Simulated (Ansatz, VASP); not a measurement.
**Two plane-wave programs on BN**

```
CELL_PARAMETERS angstrom
-2.55458 0.00000 0.00000
-1.27729 -2.21233 0.00000
-0.25546 0.00000 12.67354
ATOMIC_POSITIONS crystal
B 0.64375 0.66667 0.22912
B 0.61042 0.66667 0.56245
B 0.57709 0.66667 0.89579
B 0.32709 0.33333 0.06245
B 0.29375 0.33333 0.39579
B 0.26042 0.33333 0.72912
N 0.65624 0.66667 0.10425
N 0.62291 0.66667 0.43758
N 0.58958 0.66667 0.77091
N 0.23958 0.33333 0.93758
N 0.30624 0.33333 0.27091
N 0.27291 0.33333 0.60425
```

Alike in both runs: task single point; functional PBE; k mesh 10 × 10 × 2; occupations gaussian, width 0.05 eV; no spin polarisation.

|  | VASP | Ansatz |
| --- | --- | --- |
| version | VASP 6.6.1 | Ansatz 0.2.0 |
| potentials or method | VASP PAW PBE potentials, release 64 (B, N), cutoff 520 eV | scalar-relativistic, plane waves, PAW |
| valence electrons in the cell | 48 | 48 |

|  | VASP | Ansatz | Ansatz less VASP |
| --- | --- | --- | --- |
| gap on the k mesh at the Fermi level (eV) | 5.29 | 5.30 | +0.016 |
| least direct gap on the mesh (eV) | 8.04 | 8.05 | +0.009 |
| pressure (GPa) | 0.2 | -0.1 | -0.22 |
| traceless stress, the component that is largest in VASP (GPa) | 6.31 | 6.30 | -0.006 |
| rms of the force components (eV/Å) | 0.305 | 0.306 | +0.0004 |

Atom by atom the forces differ by 0.002 eV/Å (rms over components).
